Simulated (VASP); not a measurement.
# SnO2 (P4_2/nmc) in VASP: vibrations by perturbation theory with PBEsol

Aim: the vibrations by perturbation theory of SnO2 with PBEsol.

Everything below comes from runs of VASP 6.6.1. Logs are shortened: lines on timing, memory, paths and dates and some standing lists are left out, and cuts for length are marked.

### Step 1. The cell of the first run

The structure is tetragonal, space group P4_2/nmc (No. 137). The conventional cell has a = 3.558 Å, b = 3.558 Å, c = 5.403 Å, α = 90.00°, β = 90.00°, γ = 90.00°. Sn (site symmetry -4m2) has 8 O at 2.03 to 2.47 Å within 2.7 Å. O (site symmetry 2mm) has 4 Sn at 2.03 to 2.47 Å and 6 O at 2.62 to 2.70 Å within 2.8 Å.

### Step 2. Vibrations by perturbation theory, PBEsol

INCAR

```
  PREC = Accurate
  ENCUT = 520
  EDIFF = 1E-8
  ISMEAR = 0
  SIGMA = 0.01
  LREAL = False
  LASPH = True
  NELM = 60
  ALGO = Normal
  ISIF = 2
  LWAVE = False
  LCHARG = False
  GGA = PS
  NBANDS = 35
  IBRION = 8
  NSW = 1
  LEPSILON = True
```

KPOINTS

```
Automatic mesh
0
Gamma
  6 6 4
```

POSCAR

```
SnO2
1.0
    3.5576786135      0.0000000000      0.0000000000
    0.0000000000      3.5576786135      0.0000000000
    0.0000000000      0.0000000000      5.4034103435
Sn O
2 4
Direct
    0.5000000000      0.5000000000      0.5000000000
    0.0000000000      0.0000000000      0.0000000000
    0.0000000000      0.5000000000      0.6819796671
    0.5000000000      0.0000000000      0.8180203329
    0.5000000000      0.0000000000      0.3180203329
    0.0000000000      0.5000000000      0.1819796671
```

Potentials or basis: VASP PAW PBE potentials, release 64 (Sn_d, O).

Started as:

```
> cat potpaw_PBE.64/Sn_d/POTCAR potpaw_PBE.64/O/POTCAR > POTCAR
> mpirun -np 1 vasp_std > vasp.out
```

OUTCAR:

```text
PREC = Accurate
   ENCUT = 520
   EDIFF = 1E-8
   ISMEAR = 0
   LREAL = False
   LASPH = True
   NELM = 60
   ISIF = 2
   GGA = PS
   IBRION = 8
   NSW = 1
   LEPSILON = True

 ion  position               nearest neighbor table
   1  0.500  0.500  0.500-   3 2.03   5 2.03   5 2.03   3 2.03   4 2.47   4 2.47   6 2.47   6 2.47
                             2 3.69   2 3.69   2 3.69   2 3.69   2 3.69   2 3.69   2 3.69   2 3.69
   2  0.000  0.000  0.000-   4 2.03   6 2.03   6 2.03   4 2.03   3 2.47   5 2.47   3 2.47   5 2.47
                             1 3.69   1 3.69   1 3.69   1 3.69   1 3.69   1 3.69   1 3.69   1 3.69
   3  0.000  0.500  0.682-   1 2.03   1 2.03   2 2.47   2 2.47
   4  0.500  0.000  0.818-   2 2.03   2 2.03   1 2.47   1 2.47
   5  0.500  0.000  0.318-   1 2.03   1 2.03   2 2.47   2 2.47
   6  0.000  0.500  0.182-   2 2.03   2 2.03   1 2.47   1 2.47

  LATTYP: Found a simple tetragonal cell.
 ALAT       =     3.5576786135
 C/A-ratio  =     1.5188022670

  Lattice vectors:

 A1 = (   3.5576786135,   0.0000000000,   0.0000000000)
 A2 = (   0.0000000000,   3.5576786135,   0.0000000000)
 A3 = (   0.0000000000,   0.0000000000,   5.4034103435)

Analysis of symmetry for initial positions (statically):
=====================================================================
 Subroutine PRICEL returns:
 Original cell was already a primitive cell.

 Routine SETGRP: Setting up the symmetry group for a
 simple tetragonal supercell.

 Subroutine GETGRP returns: Found 16 space group operations
 (whereof  8 operations were pure point group operations)
 out of a pool of 16 trial point group operations.

The static configuration has the point symmetry D_2d.
 The point group associated with its full space group is D_4h.

Analysis of symmetry for dynamics (positions and initial velocities):
=====================================================================
 Subroutine PRICEL returns:
 Original cell was already a primitive cell.

 Routine SETGRP: Setting up the symmetry group for a
 simple tetragonal supercell.

 Subroutine GETGRP returns: Found 16 space group operations
 (whereof  8 operations were pure point group operations)
 out of a pool of 16 trial point group operations.

The dynamic configuration has the point symmetry D_2d.
 The point group associated with its full space group is D_4h.

 Subroutine INISYM returns: Found 16 space group operations
 (whereof  8 operations are pure point group operations),
 and found     1 'primitive' translations

----------------------------------------------------------------------------------------

                                     Primitive cell

  volume of cell :      68.3914

[... 1169 lines left out ...]
  z     0.00000     0.00000     0.00000     0.00000     0.00000     0.00000

 PIEZOELECTRIC TENSOR (including local field effects)  for field in x, y, z        (C/m^2)
          XX          YY          ZZ          XY          YZ          ZX
  --------------------------------------------------------------------------------
  x     0.00000     0.00000     0.00000     0.00000     0.00000     0.00000
  y     0.00000    -0.00000     0.00000     0.00000     0.00000     0.00000
  z     0.00000     0.00000     0.00000     0.00000     0.00000     0.00000

 BORN EFFECTIVE CHARGES (including local field effects) (in |e|, cummulative output)
 ---------------------------------------------------------------------------------
 ion    1
    1     4.38663     0.00000     0.00000
    2     0.00000     4.38663     0.00000
    3     0.00000     0.00000     4.55414
 ion    2
    1     4.38663     0.00000     0.00000
    2     0.00000     4.38663    -0.00000
    3     0.00000     0.00000     4.55414
 ion    3
    1    -2.47313     0.00000     0.00000
    2     0.00000    -1.91349     0.00000
    3     0.00000     0.00000    -2.27707
 ion    4
    1    -2.47313     0.00000     0.00000
    2     0.00000    -1.91349     0.00000
    3     0.00000     0.00000    -2.27707
 ion    5
    1    -1.91349     0.00000     0.00000
    2     0.00000    -2.47313     0.00000
    3     0.00000     0.00000    -2.27707
 ion    6
    1    -1.91349     0.00000     0.00000
    2     0.00000    -2.47313     0.00000
    3     0.00000     0.00000    -2.27707

 INTERNAL STRAIN TENSOR FOR ION    6 for displacements in x,y,z  (eV/Angst):
          X           Y           Z          XY          YZ          ZX
  --------------------------------------------------------------------------------
  x     0.00000     0.00000     0.00000     0.00000     0.00000    -0.27317
  y     0.00000     0.00000     0.00000     0.00000   -11.65031     0.00000
  z     3.90881    -9.60704    -9.01767     0.00000     0.00000     0.00000

 SECOND DERIVATIVES (NOT SYMMETRIZED)
 ------------------------------------
               1X          1Y          1Z          2X          2Y          2Z          3X          3Y          3Z          4X          4Y          4Z          5X          5Y          5Z          6X          6Y          6Z
  1X   -16.156216    0.000000    0.000000    0.617875    0.000000    0.000000   15.586342    0.000000    0.000000    0.546256    0.000000    0.000000    0.112845    0.000000    0.000000   -0.707103    0.000000    0.000000
  1Y     0.000000  -16.156216    0.000000    0.000000    0.617875    0.000000    0.000000    0.112845    0.000000    0.000000   -0.707103    0.000000    0.000000   15.586342    0.000000    0.000000    0.546256    0.000000
  1Z     0.000000    0.000000  -18.997386    0.000000    0.000000   11.130692    0.000000    0.000000    6.656280    0.000000    0.000000   -2.722933    0.000000    0.000000    6.656280    0.000000    0.000000   -2.722933
  2X     0.617875    0.000000    0.000000  -16.156216    0.000000    0.000000    0.546256    0.000000    0.000000   15.586342    0.000000    0.000000   -0.707103    0.000000    0.000000    0.112845    0.000000    0.000000
  2Y     0.000000    0.617875    0.000000    0.000000  -16.156216    0.000000    0.000000   -0.707103    0.000000    0.000000    0.112845    0.000000    0.000000    0.546256    0.000000    0.000000   15.586342    0.000000
  2Z     0.000000    0.000000   11.130692    0.000000    0.000000  -18.997386    0.000000    0.000000   -2.722933    0.000000    0.000000    6.656280    0.000000    0.000000   -2.722933    0.000000    0.000000    6.656280
  3X    15.598185    0.000000    0.000000    0.519325    0.000000    0.000000  -22.546441    0.000000    0.000000    5.864790    0.000000    0.000000    0.878398    0.000000    0.000000   -0.314258    0.000000    0.000000
  3Y     0.000000    0.096569    0.000000    0.000000   -0.707916    0.000000    0.000000   -3.797480    0.000000    0.000000    3.844922    0.000000    0.000000    0.883251    0.000000    0.000000   -0.319347    0.000000
  3Z     0.000000    0.000000    6.655264    0.000000    0.000000   -2.736509    0.000000    0.000000  -11.869401    0.000000    0.000000    0.840803    0.000000    0.000000    1.160023    0.000000    0.000000    5.949821
  4X     0.519325    0.000000    0.000000   15.598185    0.000000    0.000000    5.864790    0.000000    0.000000  -22.546441    0.000000    0.000000   -0.314258    0.000000    0.000000    0.878398    0.000000    0.000000
  4Y     0.000000   -0.707916    0.000000    0.000000    0.096569    0.000000    0.000000    3.844922    0.000000    0.000000   -3.797480    0.000000    0.000000   -0.319347    0.000000    0.000000    0.883251    0.000000
  4Z     0.000000    0.000000   -2.736509    0.000000    0.000000    6.655264    0.000000    0.000000    0.840803    0.000000    0.000000  -11.869401    0.000000    0.000000    5.949821    0.000000    0.000000    1.160023
  5X     0.096569    0.000000    0.000000   -0.707916    0.000000    0.000000    0.883251    0.000000    0.000000   -0.319347    0.000000    0.000000   -3.797480    0.000000    0.000000    3.844922    0.000000    0.000000
  5Y     0.000000   15.598185    0.000000    0.000000    0.519325    0.000000    0.000000    0.878398    0.000000    0.000000   -0.314258    0.000000    0.000000  -22.546441    0.000000    0.000000    5.864790    0.000000
  5Z     0.000000    0.000000    6.655264    0.000000    0.000000   -2.736509    0.000000    0.000000    1.160023    0.000000    0.000000    5.949821    0.000000    0.000000  -11.869401    0.000000    0.000000    0.840803
  6X    -0.707916    0.000000    0.000000    0.096569    0.000000    0.000000   -0.319347    0.000000    0.000000    0.883251    0.000000    0.000000    3.844922    0.000000    0.000000   -3.797480    0.000000    0.000000
  6Y     0.000000    0.519325    0.000000    0.000000   15.598185    0.000000    0.000000   -0.314258    0.000000    0.000000    0.878398    0.000000    0.000000    5.864790    0.000000    0.000000  -22.546441    0.000000
  6Z     0.000000    0.000000   -2.736509    0.000000    0.000000    6.655264    0.000000    0.000000    5.949821    0.000000    0.000000    1.160023    0.000000    0.000000    0.840803    0.000000    0.000000  -11.869401

 Eigenvectors and eigenvalues of the dynamical matrix
 ----------------------------------------------------

   1 f  =   21.259532 THz   133.577582 2PiTHz  709.141669 cm-1    87.922322 meV
             X         Y         Z           dx          dy          dz
      1.778839  1.778839  2.701705     0.001047    0.139654    0.000000
      0.000000  0.000000  0.000000    -0.001047   -0.139654   -0.000000
      0.000000  1.778839  3.685016    -0.005190    0.035878   -0.000000
      1.778839  0.000000  4.420100     0.005190   -0.035878    0.000000
      1.778839  0.000000  1.718394     0.000269   -0.692229   -0.000000
      0.000000  1.778839  0.983311    -0.000269    0.692229    0.000000
[... 145 lines left out ...]
  18 f/i=    1.054927 THz     6.628300 2PiTHz   35.188569 cm-1     4.362825 meV
             X         Y         Z           dx          dy          dz
      1.778839  1.778839  2.701705    -0.092472    0.174727    0.000000
      0.000000  0.000000  0.000000    -0.092472    0.174727    0.000000
      0.000000  1.778839  3.685016    -0.022008   -0.598614    0.000000
      1.778839  0.000000  4.420100    -0.022008   -0.598614    0.000000
      1.778839  0.000000  1.718394     0.316809    0.041585    0.000000
      0.000000  1.778839  0.983311     0.316809    0.041585    0.000000

--------------------------------------------------------------------------------------------------------

 MACROSCOPIC STATIC DIELECTRIC TENSOR IONIC CONTRIBUTION
 ------------------------------------------------------
           3.740144     0.000000     0.000000
           0.000000     3.740144     0.000000
           0.000000     0.000000    13.968584
 ------------------------------------------------------

 ELASTIC MODULI CONTR FROM IONIC RELAXATION (kBar)
 Direction    XX          YY          ZZ          XY          YZ          ZX
 --------------------------------------------------------------------------------
 XX       -1050.8840    858.8083   -303.9669      0.0000     -0.0000     -0.0000
 YY         858.8083  -1050.8840   -303.9669      0.0000      0.0000      0.0000
 ZZ        -303.9669   -303.9669   -962.0774      0.0000     -0.0000      0.0000
 XY           0.0000      0.0000      0.0000      0.0000      0.0000      0.0000
 YZ          -0.0000      0.0000     -0.0000      0.0000   -936.0447     -0.0000
 ZX          -0.0000      0.0000      0.0000      0.0000     -0.0000  -1111.3132
 --------------------------------------------------------------------------------

 PIEZOELECTRIC TENSOR IONIC CONTR  for field in x, y, z        (C/m^2)
          XX          YY          ZZ          XY          YZ          ZX
  --------------------------------------------------------------------------------
  x    -0.00000     0.00000    -0.00000     0.00000    -0.00000     0.00000
  y    -0.00000     0.00000     0.00000     0.00000     0.00000     0.00000
  z     0.00000    -0.00000    -0.00000     0.00000    -0.00000     0.00000
```

Wall time 14 min (1 thread of Intel Xeon 6975P-C (Granite Rapids), shared host); peak memory 0.56 GiB.

What came out:

- Electronic dielectric tensor (diagonal): 6.30, 6.30, 5.78
- Born charges (mean of the diagonal): Sn +4.44; O -2.22 e
- Highest phonon frequency at Γ, LO-TO splitting left out: 709 cm⁻¹
- Most unstable mode: 35i cm⁻¹

Phonon frequencies in cm⁻¹ (negative: imaginary):
```csv
q point,frequencies
"(0.000, 0.000, 0.000)",-35 -35 0 1 1 137 137 205 291 360 360 367 555 565 565 569 709 709
```

Electronic dielectric tensor:
```
6.30 0.00 0.00
0.00 6.30 0.00
0.00 0.00 5.78
```

Born effective charge tensors (e):
atom 1, Sn
```
4.39 0.00 0.00
0.00 4.39 0.00
0.00 0.00 4.55
```
atom 2, Sn
```
4.39 0.00 0.00
0.00 4.39 0.00
0.00 0.00 4.55
```
atom 3, O
```
-2.47  0.00  0.00
 0.00 -1.91  0.00
 0.00  0.00 -2.28
```
atom 4, O
```
-2.47  0.00  0.00
 0.00 -1.91  0.00
 0.00  0.00 -2.28
```
atom 5, O
```
-1.91  0.00  0.00
 0.00 -2.47  0.00
 0.00  0.00 -2.28
```
atom 6, O
```
-1.91  0.00  0.00
 0.00 -2.47  0.00
 0.00  0.00 -2.28
```

Caveat: some modes are imaginary; spin-orbit coupling is left out, which moves the levels of the heavy elements.
